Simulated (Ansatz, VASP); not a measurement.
## BeS in VASP and in Ansatz

Contents of INCAR:

```
PREC = Accurate ; ENCUT = 600
EDIFF = 1E-7 ; ISMEAR = -1
SIGMA = 0.08 ; LREAL = F
LASPH = T ; NELM = 120
ALGO = Normal ; ISIF = 3
LWAVE = F ; LCHARG = F
GGA = CA ; IBRION = 2
NSW = 60 ; EDIFFG = -0.005
GGA_COMPAT = F ; NELMIN = 4
```

The input KPOINTS:

```
regular mesh
0
Gamma
  17 17 17
```

File POSCAR:

```
BeS
1.0
    0.0000000000      2.1544346900      2.1544346900
    2.1544346900      0.0000000000      2.1544346900
    2.1544346900      2.1544346900      0.0000000000
Be S
1 1
Direct
    0.0000000000      0.0000000000      0.0000000000
    0.5000000000      0.5000000000      0.5000000000
```

Input for Ansatz:

```yaml
crystal:
  lattice:
    - [0.0, 2.15443469, 2.15443469]
    - [2.15443469, 0.0, 2.15443469]
    - [2.15443469, 2.15443469, 0.0]
  atoms:
    - { symbol: Be, position: [0.0, 0.0, 0.0] }
    - { symbol: S, position: [0.5, 0.5, 0.5] }
kpoints:
  mp_grid: { grid: [17, 17, 17] }
scf:
  occupations: { method: fermi_dirac, width: 0.08 }
hamiltonian:
  xc: lda
  pseudopotentials: { kind: paw }
output:
  forces: true
  stress: true
  write_density: true
  write_potential: true
  elf: true
  volumetric_format: npy
relax:
  f_tol: 0.005
  max_steps: 40
  cell: {}
```

Alike in both runs: task relaxation of cell and atoms; functional LDA; k mesh 17 × 17 × 17; occupations fermi-dirac, width 0.08 eV; no spin polarisation.

```csv
,VASP,Ansatz
version,VASP 6.6.1,Ansatz 0.2.0
potentials or method,"VASP PAW LDA potentials, release 64 (Be, S)","PAW with Ansatz's default frozen-core files, scalar-relativistic"
plane-wave cutoff (eV),600,420
valence electrons in the cell,8,8
```

```tsv
	VASP	Ansatz	Ansatz less VASP
relaxed volume (Å³/atom)	11.82	11.82	0.000
relaxed cell length with the largest relative difference (Å)	3.221	3.221	0.0000
```

LDA's correlation is that of Perdew and Zunger in VASP and of Perdew and Wang (1992) in Ansatz.

Noted on VASP's run: the volume moved by over 15 % at a fixed basis, so the end points are rough.
